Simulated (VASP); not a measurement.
# InAs in VASP: notebook

InAs is run at these levels: PBE; tasks: single point.

Everything below comes from runs of VASP 6.6.1. Logs are shortened: lines on timing, memory, paths and dates and some standing lists are left out, and cuts for length are marked.

## (1) The cell of the first run

The cell holds a wire or tube with vacuum around it, 2 atoms: a = 9.000 Å, b = 9.300 Å, c = 4.822 Å, α = 90.00°, β = 90.00°, γ = 90.00°.

## (2) Single point, PBE, collinear spin

File INCAR:

```
PREC = Accurate
ENCUT = 520
EDIFF = 1E-6
ISMEAR = 0
SIGMA = 0.05
LREAL = False
LASPH = True
NELM = 150
ALGO = Normal
ISIF = 2
LWAVE = False
LCHARG = False
ISPIN = 2
MAGMOM = 0.5 0.5
LORBIT = 11
GGA = PE
NBANDS = 20
```

File KPOINTS:

```
regular mesh
0
Gamma
  1 1 14
```

File POSCAR:

```
InAs
1.0
    9.0000000000      0.0000000000      0.0000000000
    0.0000000000      9.3000000000      0.0000000000
    0.0000000000      0.0000000000      4.8217646608
In As
1 1
Direct
    0.5000000000      0.5000000000      0.0000000000
    0.5000000000      0.5000000000      0.4650000000
```

Potentials or basis: VASP PAW PBE potentials, release 64 (In_d, As).

Started as:

```
$ cat potpaw_PBE.64/In_d/POTCAR potpaw_PBE.64/As/POTCAR > POTCAR
$ mpirun -np 1 vasp_std > vasp.out
```

OUTCAR:

```text
PREC = Accurate
   ENCUT = 520
   EDIFF = 1E-6
   ISMEAR = 0
   LREAL = False
   LASPH = True
   NELM = 150
   ISIF = 2
   ISPIN = 2
   LORBIT = 11
   GGA = PE

 ion  position               nearest neighbor table
   1  0.500  0.500  0.000-   2 2.24   2 2.58
   2  0.500  0.500  0.465-   1 2.24   1 2.58

  LATTYP: Found a simple orthorhombic cell.
 ALAT       =     4.8217646608
 B/A-ratio  =     1.8665365552
 C/A-ratio  =     1.9287544404

  Lattice vectors:

 A1 = (   0.0000000000,   0.0000000000,   4.8217646608)
 A2 = (   9.0000000000,   0.0000000000,   0.0000000000)
 A3 = (   0.0000000000,   9.3000000000,   0.0000000000)

Analysis of symmetry for initial positions (statically):
=====================================================================
 Subroutine PRICEL returns:
 Original cell was already a primitive cell.

 Routine SETGRP: Setting up the symmetry group for a
 simple orthorhombic supercell.

 Subroutine GETGRP returns: Found  4 space group operations
 (whereof  4 operations were pure point group operations)
 out of a pool of  8 trial point group operations.

The static configuration has the point symmetry C_2v.

Analysis of symmetry for dynamics (positions and initial velocities):
=====================================================================
 Subroutine PRICEL returns:
 Original cell was already a primitive cell.

 Routine SETGRP: Setting up the symmetry group for a
 simple orthorhombic supercell.

 Subroutine GETGRP returns: Found  4 space group operations
 (whereof  4 operations were pure point group operations)
 out of a pool of  8 trial point group operations.

The dynamic configuration has the point symmetry C_2v.

Analysis of structural, dynamic, and magnetic symmetry:
=====================================================================
 Subroutine PRICEL returns:
 Original cell was already a primitive cell.

 Routine SETGRP: Setting up the symmetry group for a
 simple orthorhombic supercell.

 Subroutine GETGRP returns: Found  4 space group operations
 (whereof  4 operations were pure point group operations)
 out of a pool of  8 trial point group operations.

The overall configuration has the point symmetry C_2v.

 Subroutine INISYM returns: Found  4 space group operations
 (whereof  4 operations are pure point group operations),
 and found     1 'primitive' translations

----------------------------------------------------------------------------------------

                                     Primitive cell

  volume of cell :     403.5817

  direct lattice vectors                    reciprocal lattice vectors
     9.000000000  0.000000000  0.000000000     0.111111111  0.000000000  0.000000000
     0.000000000  9.300000000  0.000000000     0.000000000  0.107526882  0.000000000
     0.000000000  0.000000000  4.821764661     0.000000000  0.000000000  0.207392951

  length of vectors
     9.000000000  9.300000000  4.821764661     0.111111111  0.107526882  0.207392951

  position of ions in fractional coordinates (direct lattice)
     0.500000000  0.500000000  0.000000000
     0.500000000  0.500000000  0.465000000

  ion indices of the primitive-cell ions
   primitive index   ion index
                 1           1
                 2           2

----------------------------------------------------------------------------------------

 KPOINTS: regular mesh

Automatic generation of k-mesh.
 Grid dimensions read from file:
 generate k-points for:    1    1   14

 Generating k-lattice:

  Cartesian coordinates                     Fractional coordinates (reciprocal lattice)
     0.111111111  0.000000000  0.000000000     1.000000000  0.000000000  0.000000000
     0.000000000  0.107526882  0.000000000     0.000000000  1.000000000  0.000000000
     0.000000000  0.000000000  0.014813782     0.000000000  0.000000000  0.071428571

  Length of vectors
     0.111111111  0.107526882  0.014813782

  Shift w.r.t. Gamma in fractional coordinates (k-lattice)
     0.000000000  0.000000000  0.000000000

 Subroutine IBZKPT returns following result:
 ===========================================

 Found      8 irreducible k-points:

 Following reciprocal coordinates:
            Coordinates               Weight
  0.000000  0.000000  0.000000      1.000000
  0.000000  0.000000  0.071429      2.000000
  0.000000  0.000000  0.142857      2.000000
  0.000000  0.000000  0.214286      2.000000
  0.000000  0.000000  0.285714      2.000000
  0.000000  0.000000  0.357143      2.000000
  0.000000  0.000000  0.428571      2.000000
  0.000000  0.000000  0.500000      1.000000
   k-points           NKPTS =      8   k-points in BZ     NKDIM =      8   number of bands    NBANDS=     20
   number of dos      NEDOS =    301   number of ions     NIONS =      2
   total plane-waves  NPLWV = 176400
   dimension x,y,z NGX =    70 NGY =   70 NGZ =   36
   dimension x,y,z NGXF=   140 NGYF=  140 NGZF=   72
   ions per type =               1   1
   NGX,Y,Z   is equivalent  to a cutoff of  12.93, 12.51, 12.41 a.u.
   NGXF,Y,Z  is equivalent  to a cutoff of  25.86, 25.03, 24.82 a.u.
 SYSTEM =  unknown system
   PREC   = accura    normal or accurate (medium, high low for compatibility)
   ISTART =      0    job   : 0-new  1-cont  2-samecut
   ICHARG =      2    charge: 1-file 2-atom 10-const
   ISPIN  =      2    spin polarized calculation?
   LNONCOLLINEAR =      F non collinear calculations
   LSORBIT =      F    spin-orbit coupling
   LASPH  =      T    aspherical Exc in radial PAW
   ENCUT  =  520.0 eV  38.22 Ry    6.18 a.u.  16.73 17.29  8.97*2*pi/ulx,y,z
   NELM   =    150;   NELMIN=  2; NELMDL= -5     # of ELM steps
   EDIFF  = 0.1E-05   stopping-criterion for ELM
   LREAL  =      F    real-space projection
   EDIFFG = 0.1E-04   stopping-criterion for IOM
   NSW    =      0    number of steps for IOM
   IBRION =     -1    ionic relax: 0-MD 1-quasi-New 2-CG
   NFREE  =      0    steps in history (QN), initial steepest desc. (CG)
   ISIF   =      2    stress and relaxation
   ISYM   =      2    0-nonsym 1-usesym 2-fastsym
   POTIM  = 0.5000    time-step for ionic-motion
   TEBEG  =    0.0;   TEEND  =   0.0 temperature during run
   PSTRESS=    0.0 pullay stress
   NELECT =      18.0000    total number of electrons
   NUPDOWN=      -1.0000    fix difference up-down
   EMIN   =  10.00;   EMAX   =-10.00  energy-range for DOS
   EFERMI =   0.00;   METHOD = LEGACY
   ISMEAR =     0;   SIGMA  =   0.05  broadening in eV -4-tet -1-fermi 0-gaus
   EFERMI_NEDOS =   21; number of points for ismear=-14 and -15
   IALGO  =     38    algorithm
   IMIX   =      4    mixing-type and parameters
     AMIX     =   0.40;   BMIX     =  1.00
     AMIX_MAG =   1.60;   BMIX_MAG =  1.00
  volume/ion in A,a.u.               =     201.79      1361.75
  Fermi-wavevector in a.u.,A,eV,Ry     =   0.580571  1.097120  4.586013  0.337062
  Thomas-Fermi vector in A             =   1.624731
   LORBIT       =     11    0 simple, 1 ext, 2 COOP (PROOUT), +10 PAW based schemes
   GGA     = PE    functional components
   LHFCALC =     F    Hartree Fock is set to
   AEXX    =    0.0000 exact exchange contribution
   IVDW    =     0    specifies the selected vdW correction
   LEPSILON=     F    determine dielectric tensor
   LRPA    =     F    only Hartree local field effects (RPA)
 spin polarized calculation
 Gauss-broadening in eV      SIGMA  =   0.05
  energy-cutoff  :      520.00
  volume of cell :      403.58
 maximum number of plane-waves:     10890
 NGX is ok and might be reduce to    70
   NGX = 33   NGY = 35   NGZ = 17

 number of electron      18.0000006 magnetization       0.4509756

 Free energy of the ion-electron system (eV)
  ---------------------------------------------------
  ext. energy  EPLUGINS =         0.00000000
  ---------------------------------------------------
  free energy    TOTEN  =        -4.66733145 eV

  energy without entropy =       -4.66573002  energy(sigma->0) =       -4.66653073

 E-fermi :  -3.7795     XC(G=0):  -2.4147

 val. band max:       -3.8410827624   @ k =   0.0000   0.0000   0.3571
 cond. band min:      -3.7294848571   @ k =   0.0000   0.0000   0.1429
 fundamental gap:      0.1115979053
 Fermi energy:        -3.7795107374

 spin component 1

 k-point     1 :       0.0000    0.0000    0.0000
  band No.  band energies     occupation
      1     -18.9908      1.00000
      2     -18.3738      1.00000
      3     -18.3738      1.00000
      4     -18.2962      1.00000
      5     -18.2962      1.00000
      6     -13.6761      1.00000
[... 12 lines left out ...]
     19       4.2489      0.00000
     20       4.3330      0.00000
[... 139 lines left out ...]
 k-point     8 :       0.0000    0.0000    0.5000
  band No.  band energies     occupation
      1     -18.8104      1.00000
      2     -18.3908      1.00000
      3     -18.3908      1.00000
      4     -18.2959      1.00000
      5     -18.2959      1.00000
      6     -13.7636      1.00000
[... 12 lines left out ...]
     19       3.7073      0.00000
     20       3.7944      0.00000
 Fermi energy:        -3.7795107374

 spin component 2

 k-point     1 :       0.0000    0.0000    0.0000
  band No.  band energies     occupation
      1     -18.9687      1.00000
      2     -18.3664      1.00000
      3     -18.3664      1.00000
      4     -18.2972      1.00000
      5     -18.2972      1.00000
      6     -13.4419      1.00000
[... 12 lines left out ...]
     19       4.3100      0.00000
     20       4.4121      0.00000
[... 139 lines left out ...]
 k-point     8 :       0.0000    0.0000    0.5000
  band No.  band energies     occupation
      1     -18.8040      1.00000
      2     -18.3827      1.00000
      3     -18.3827      1.00000
      4     -18.2969      1.00000
      5     -18.2969      1.00000
      6     -13.4735      1.00000
[... 12 lines left out ...]
     19       3.7858      0.00000
     20       3.8774      0.00000

------------------------ aborting loop because EDIFF is reached ----------------------------------------

  FORCE on cell =-STRESS in cart. coord.  units (eV):
  Direction    XX          YY          ZZ          XY          YZ          ZX
  --------------------------------------------------------------------------------------
  -------------------------------------------------------------------------------------
  Total        0.0415530      0.0265404      5.8091499      0.0000000      0.0000000      0.0000000
  in kB        0.1649610      0.1053625     23.0617204      0.0000000      0.0000000      0.0000000
  external PRESSURE =       7.7773480 kB  Pullay stress =       0.0000000 kB

 VOLUME and BASIS-vectors are now :
 -----------------------------------------------------------------------------
  energy-cutoff  :      520.00
  volume of cell :      403.58
      direct lattice vectors                 reciprocal lattice vectors
     9.000000000  0.000000000  0.000000000     0.111111111  0.000000000  0.000000000
     0.000000000  9.300000000  0.000000000     0.000000000  0.107526882  0.000000000
     0.000000000  0.000000000  4.821764661     0.000000000  0.000000000  0.207392951

 POSITION                                       TOTAL-FORCE (eV/Angst)
 -----------------------------------------------------------------------------------
      4.50000      4.65000      0.00000         0.000000      0.000000     -3.504161
      4.50000      4.65000      2.24212         0.000000      0.000000      3.504161
 -----------------------------------------------------------------------------------
    total drift:                                0.000000      0.000000     -0.000024

  FREE ENERGIE OF THE ION-ELECTRON SYSTEM (eV)
  ---------------------------------------------------
  free  energy   TOTEN  =        -4.6673314520 eV

  energy  without entropy=       -4.6657300179  energy(sigma->0) =       -4.66653073

 total charge

# of ion       s       p       d       tot
------------------------------------------
    1        0.989   0.595   9.868  11.452
    2        1.249   1.512   0.020   2.782
--------------------------------------------------
tot          2.238   2.107   9.888  14.233

 magnetization (x)

# of ion       s       p       d       tot
------------------------------------------
    1       -0.002  -0.010   0.012  -0.000
    2        0.005   0.194   0.000   0.199
--------------------------------------------------
tot          0.003   0.184   0.012   0.199
```

Wall time 2.4 min (1 thread of AMD EPYC 9R14 (Zen 4), shared host); peak memory 0.54 GiB.

Results:

```
Free energy                                           : -4.6673 eV
Largest force                                         : 3.504 eV/Å
Net moment                                            : 0.45 μB per cell
Site moments                                          : In -0.00; As +0.20 μB
Valence electrons inside the program's atomic spheres : In 11.45; As 2.78
```

Forces in eV/Å, atoms in the order of the input:
```
In   0.000  0.000 -3.504
As   0.000  0.000  3.504
```

Caveat: a moment this small can come from the mesh or the smearing; spin-orbit coupling is left out, which moves the levels of the heavy elements.

## (3) Single point, PBE, collinear spin

This run uses another cell than the first one.

File INCAR:

```
PREC = Accurate ; ENCUT = 520
EDIFF = 1E-7 ; ISMEAR = 0
SIGMA = 0.05 ; LREAL = False
LASPH = True ; NELM = 150
ALGO = Normal ; ISIF = 2
LWAVE = False ; LCHARG = True
ISPIN = 2 ; MAGMOM = 0.5 0.5
LORBIT = 11 ; GGA = PE
LELF = True ; LVHAR = True
NBANDS = 20
```

File KPOINTS:

```
Automatic mesh
0
Gamma
  1 1 15
```

File POSCAR:

```
InAs
1.0
   10.1000000000      0.0000000000      0.0000000000
    0.0000000000      9.3000000000      0.0000000000
    0.0000000000      0.0000000000      4.3395881947
In As
1 1
Direct
    0.4462922253      0.5000000000      0.0000000000
    0.5537077747      0.5000000000      0.5000000000
```

Potentials or basis: VASP PAW PBE potentials, release 64 (In_d, As).

Started as:

```
$ cat potpaw_PBE.64/In_d/POTCAR potpaw_PBE.64/As/POTCAR > POTCAR
$ mpirun -np 1 vasp_std > vasp.out
```

Run time: 3.2 min. Hardware: 1 thread of AMD EPYC 9R14 (Zen 4), shared host; peak memory 0.56 GiB.

Results (log left out):

| Property | Result |
| --- | --- |
| Free energy | -5.5544 eV |
| Largest force | 0.507 eV/Å |
| Band gap on the k mesh | 0.27 eV |
| Net moment | 0.00 μB per cell |
| Valence electrons inside the program's atomic spheres | In 11.43; As 2.76 |

Forces in eV/Å, atoms in the order of the input:
```
In  -0.507  0.000  0.000
As   0.507  0.000  0.000
```

Levels at points of the mesh, in eV from the valence-band top:
Spin up:
```csv
k point,band 5,band 6,band 7,band 8,band 9,band 10,band 11,band 12,band 13,band 14
"(0.00, 0.00, 0.00)",-14.66,-10.33,-3.16,-1.73,-1.18,1.06,2.34,3.55,3.99,4.89
```
Spin down:
```csv
k point,band 6,band 7,band 8,band 9,band 10,band 11,band 12,band 13
"(0.00, 0.00, 0.00)",-10.33,-3.16,-1.73,-1.18,1.06,2.34,3.55,3.99
```

Caveat: semilocal functionals underestimate gaps, and a narrow one can read as zero; spin-orbit coupling is left out, which moves the levels of the heavy elements.

## (4) Single point, PBE, collinear spin

This run uses another cell than the first one.

File INCAR:

```
SYSTEM = InAs
  PREC = Accurate
  ENCUT = 520
  EDIFF = 1E-6
  ISMEAR = 0
  SIGMA = 0.05
  LREAL = .FALSE.
  LASPH = .TRUE.
  NELM = 150
  ALGO = Normal
  ISIF = 2
  LWAVE = .FALSE.
  LCHARG = .FALSE.
  ISPIN = 2
  MAGMOM = 0.5 0.5
  LORBIT = 11
  GGA = PE
  NBANDS = 20
```

File KPOINTS:

```
regular mesh
0
G
  1 1 15
  0 0 0
```

File POSCAR:

```
InAs
1.0
   10.1000000000      0.0000000000      0.0000000000
    0.0000000000      9.3000000000      0.0000000000
    0.0000000000      0.0000000000      4.4784617701
In As
1 1
Direct
    0.4451767201      0.5000000000      0.0000000000
    0.5548232799      0.5000000000      0.5000000000
```

Started as:

```
$ cat potpaw_PBE.64/In_d/POTCAR potpaw_PBE.64/As/POTCAR > POTCAR
$ mpirun -np 1 vasp_std > vasp.out
```

Run time: 3.6 min. Hardware: 1 thread of AMD EPYC 9R14 (Zen 4), shared host; peak memory 0.61 GiB.

The run converged. Its results:

| Item | Value |
| --- | --- |
| Free energy | -5.6032 eV |
| Largest force | 0.009 eV/Å |
| Band gap on the k mesh | 0.20 eV |
| Net moment | 0.00 μB per cell |
| Valence electrons inside the program's atomic spheres | In 11.37; As 2.72 |

Forces on the atoms (eV/Å):
```
In  -0.009  0.000  0.000
As   0.009  0.000  0.000
```

Levels at points of the mesh, in eV from the valence-band top:
Spin up:
```tsv
k point	band 7	band 8	band 9	band 10	band 11	band 12
(0.00, 0.00, 0.00)	-3.24	-1.78	-1.05	0.81	2.21	3.42
```
Spin down:
```tsv
k point	band 6	band 7	band 8	band 9	band 10	band 11	band 12	band 13
(0.00, 0.00, 0.00)	-10.19	-3.24	-1.78	-1.05	0.81	2.21	3.42	3.94
```

Caveat: semilocal functionals underestimate gaps, and a narrow one can read as zero; spin-orbit coupling is left out, which moves the levels of the heavy elements.

## (5) Overview

```csv
cell,k mesh,gap on the mesh (eV),moment (μB),largest force (eV/Å)
"a = 9.000, b = 9.300, c = 4.822 Å, 2 atoms, atomic positions A",1 × 1 × 14,none,0.45,3.50
"a = 10.100, b = 9.300, c = 4.340 Å, 2 atoms, atomic positions B",1 × 1 × 15,0.27,0.00,0.51
"a = 10.100, b = 9.300, c = 4.478 Å, 2 atoms, atomic positions C",1 × 1 × 15,0.20,0.00,0.01
```

Alike in all rows: task single point; level PBE; potentials or basis VASP PAW PBE potentials, release 64 (In_d, As); spin collinear; cutoff (eV) 520; smearing gaussian 0.05 eV.

Caveats: spin-orbit coupling is left out, which moves the levels of the heavy elements; semilocal functionals underestimate gaps, and a narrow one can read as zero (at least some runs); a moment this small can come from the mesh or the smearing (at least some runs).

Total energies depend on the potentials used, so only differences within one code and one set of settings carry meaning.

The gap in the log of VASP goes by the Fermi energy; the results here count the filled bands.